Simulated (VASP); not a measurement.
# BeOs3 (Pm-3m) in VASP: a series of runs, part 2 of 2

VASP 6.6.1.

## Step 5: Relaxation of cell and atoms, PBE

File INCAR:

```
SYSTEM = BeOs3
PREC = Accurate
ENCUT = 600
EDIFF = 1E-6
ISMEAR = 0
SIGMA = 0.1
LREAL = .False.
LASPH = .True.
NELM = 100
ALGO = Normal
ISIF = 3
LWAVE = .False.
LCHARG = .False.
GGA = PE
IBRION = 2
NSW = 100
EDIFFG = -0.01
```

File KPOINTS:

```
regular mesh
0
Gamma
  12 12 12
  0 0 0
```

File POSCAR:

```
BeOs3
1.0
    3.7697795254      0.0000000000      0.0000000000
    0.0000000000      3.7697795254      0.0000000000
    0.0000000000      0.0000000000      3.7697795254
Be Os
1 3
Direct
    0.0000000000      0.0000000000      0.0000000000
    0.0000000000      0.5000000000      0.5000000000
    0.5000000000      0.0000000000      0.5000000000
    0.5000000000      0.5000000000      0.0000000000
```

Potentials or basis: VASP PAW PBE potentials, release 64 (Be, Os).

Command:

```
> cat potpaw_PBE.64/Be/POTCAR potpaw_PBE.64/Os/POTCAR > POTCAR
> mpirun -np 1 vasp_std > vasp.out
```

OUTCAR:

```text
SYSTEM = BeOs3
   PREC = Accurate
   ENCUT = 600
   EDIFF = 1E-6
   ISMEAR = 0
   LREAL = .False.
   LASPH = .True.
   NELM = 100
   ISIF = 3
   GGA = PE
   IBRION = 2
   NSW = 100
   EDIFFG = -0.01

 ion  position               nearest neighbor table
   1  0.000  0.000  0.000-   2 2.67   3 2.67   4 2.67   2 2.67   3 2.67   2 2.67   4 2.67   2 2.67
                             3 2.67   4 2.67   3 2.67   4 2.67
   2  0.000  0.500  0.500-   1 2.67   3 2.67   4 2.67   1 2.67   4 2.67   1 2.67   3 2.67   1 2.67
                             3 2.67   4 2.67   4 2.67   3 2.67
   3  0.500  0.000  0.500-   1 2.67   2 2.67   4 2.67   1 2.67   4 2.67   2 2.67   4 2.67   4 2.67
                             1 2.67   2 2.67   1 2.67   2 2.67
   4  0.500  0.500  0.000-   1 2.67   2 2.67   3 2.67   2 2.67   3 2.67   1 2.67   3 2.67   3 2.67
                             1 2.67   2 2.67   2 2.67   1 2.67

  LATTYP: Found a simple cubic cell.
 ALAT       =     3.7697795254

  Lattice vectors:

 A1 = (   3.7697795254,   0.0000000000,   0.0000000000)
 A2 = (   0.0000000000,   3.7697795254,   0.0000000000)
 A3 = (   0.0000000000,   0.0000000000,   3.7697795254)

Analysis of symmetry for initial positions (statically):
=====================================================================
[... 176 lines left out ...]

 E-fermi :   8.1308     XC(G=0): -13.0735

 val. band max:        8.1293813644   @ k =   0.4167   0.3333   0.0833
 cond. band min:       8.1320091822   @ k =   0.5000   0.2500   0.2500
 fundamental gap:      0.0026278178
 Fermi energy:         8.1308267262

 k-point     1 :       0.0000    0.0000    0.0000
  band No.  band energies     occupation
      1      -2.3064      2.00000
      2       0.3811      2.00000
      3       2.3638      2.00000
      4       2.3638      2.00000
      5       2.3638      2.00000
      6       2.5500      2.00000
[... 457 lines left out ...]
      4       3.2457      2.00000
      5       3.2762      2.00000
      6       3.8635      2.00000
[... 9 lines left out ...]
     16       9.1514      0.00000
     17       9.4283      0.00000

 [... further k-points ...]
[... 5 lines left out ...]
  --------------------------------------------------------------------------------------
  -------------------------------------------------------------------------------------
  Total       -0.0186259     -0.0186259     -0.0186259      0.0000000      0.0000000     -0.0000000
  in kB       -0.5570330     -0.5570330     -0.5570330      0.0000000      0.0000000     -0.0000000
  external PRESSURE =      -0.5570330 kB  Pullay stress =       0.0000000 kB

 VOLUME and BASIS-vectors are now :
 -----------------------------------------------------------------------------
  energy-cutoff  :      600.00
  volume of cell :       53.57
      direct lattice vectors                 reciprocal lattice vectors
     3.769779525  0.000000000  0.000000000     0.265267503  0.000000000  0.000000000
     0.000000000  3.769779525  0.000000000     0.000000000  0.265267503  0.000000000
     0.000000000  0.000000000  3.769779525     0.000000000  0.000000000  0.265267503

 POSITION                                       TOTAL-FORCE (eV/Angst)
 -----------------------------------------------------------------------------------
      0.00000      0.00000      0.00000         0.000000      0.000000      0.000000
      0.00000      1.88489      1.88489         0.000000      0.000000      0.000000
      1.88489      0.00000      1.88489         0.000000      0.000000      0.000000
      1.88489      1.88489      0.00000         0.000000      0.000000      0.000000
 -----------------------------------------------------------------------------------
    total drift:                                0.000000      0.000000     -0.000000

  FREE ENERGIE OF THE ION-ELECTRON SYSTEM (eV)
  ---------------------------------------------------
  free  energy   TOTEN  =       -35.8012516066 eV

  energy  without entropy=      -35.7780481165  energy(sigma->0) =      -35.78964986

 reached required accuracy - stopping structural energy minimisation
```

OSZICAR:

```text
N       E                     dE             d eps       ncg     rms          rms(c)
DAV:   1     0.195081290982E+03    0.19508E+03   -0.13495E+04  2856   0.163E+03
DAV:   2    -0.170530710885E+02   -0.21213E+03   -0.20622E+03  2873   0.483E+02
DAV:   3    -0.375631143152E+02   -0.20510E+02   -0.19931E+02  4311   0.977E+01
DAV:   4    -0.382592562356E+02   -0.69614E+00   -0.68629E+00  3266   0.235E+01
DAV:   5    -0.382769894950E+02   -0.17733E-01   -0.17690E-01  3818   0.309E+00    0.270E+01
DAV:   6    -0.360851870422E+02    0.21918E+01   -0.68940E+00  4067   0.172E+01    0.108E+01
DAV:   7    -0.358358505148E+02    0.24934E+00   -0.80062E-01  4202   0.620E+00    0.312E+00
DAV:   8    -0.358017546041E+02    0.34096E-01   -0.50680E-02  3404   0.147E+00    0.433E-01
DAV:   9    -0.358012456236E+02    0.50898E-03   -0.25656E-03  3707   0.443E-01    0.106E-01
DAV:  10    -0.358012524917E+02   -0.68682E-05   -0.11358E-04  3632   0.844E-02    0.524E-02
DAV:  11    -0.358012521492E+02    0.34250E-06   -0.34619E-05  3501   0.463E-02    0.409E-03
DAV:  12    -0.358012516066E+02    0.54265E-06   -0.20425E-06  2148   0.111E-02
   1 F= -.35801252E+02 E0= -.35789650E+02  d E =-.358013E+02
```

CONTCAR:

```text
BeOs3
   1.00000000000000
     3.7697795254000002    0.0000000000000000    0.0000000000000000
     0.0000000000000000    3.7697795254000002    0.0000000000000000
     0.0000000000000000    0.0000000000000000    3.7697795254000002
  Be              Os
     1     3
Direct
     0.0000000000000000    0.0000000000000000    0.0000000000000000
     0.0000000000000000    0.5000000000000000    0.5000000000000000
     0.5000000000000000    0.0000000000000000    0.5000000000000000
     0.5000000000000000    0.5000000000000000    0.0000000000000000

  0.00000000E+00  0.00000000E+00  0.00000000E+00
  0.00000000E+00  0.00000000E+00  0.00000000E+00
  0.00000000E+00  0.00000000E+00  0.00000000E+00
  0.00000000E+00  0.00000000E+00  0.00000000E+00
```

It took 44 s on 1 thread of Intel Xeon 6975P-C, shared host; peak memory 0.23 GiB.

Results:

| Item | Value |
| --- | --- |
| Free energy | -35.8013 eV |
| Pressure after relaxing | -0.1 GPa |
| Band gap on the k mesh | zero (bands 13 and 14 overlap by 2.03 eV) |

Final structure:
```
Be Os
1.0
     3.76978    0.00000    0.00000
     0.00000    3.76978    0.00000
     0.00000    0.00000    3.76978
Be Os
1 3
Direct
  0.00000 0.00000 0.00000
  0.00000 0.50000 0.50000
  0.50000 0.00000 0.50000
  0.50000 0.50000 0.00000
```

Caveat: the relaxation stopped at its first step, so nothing moved; spin-orbit coupling is left out, which moves the levels of the heavy elements.

## Step 6: Summary

| task | cell | k mesh | cutoff (eV) | gap on the mesh (eV) | pressure (GPa) |
| --- | --- | --- | --- | --- | --- |
| single point | a = 3.770 Å, 4 atoms | 6 × 6 × 6 | 520 | none | -0.2 |
| relaxation of cell and atoms | relaxed from a = 3.595 Å, 4 atoms | 6 × 6 × 6 | 600 | none | 0.0 |
| single point | a = 3.769 Å, 4 atoms | 12 × 12 × 12 | 520 | none | 0.1 |
| relaxation of cell and atoms | relaxed from a = 3.770 Å, 4 atoms | 12 × 12 × 12 | 600 | none | -0.1 |

Alike in all rows: level PBE; potentials or basis VASP PAW PBE potentials, release 64 (Be, Os); no spin polarisation; smearing gaussian 0.1 eV.

Caveats: spin-orbit coupling is left out, which moves the levels of the heavy elements; the relaxation stopped at its first step, so nothing moved (at least some runs).

Total energies depend on the potentials used, so only differences within one code and one set of settings carry meaning.

The gap in the log of VASP goes by the Fermi energy; the results here count the filled bands.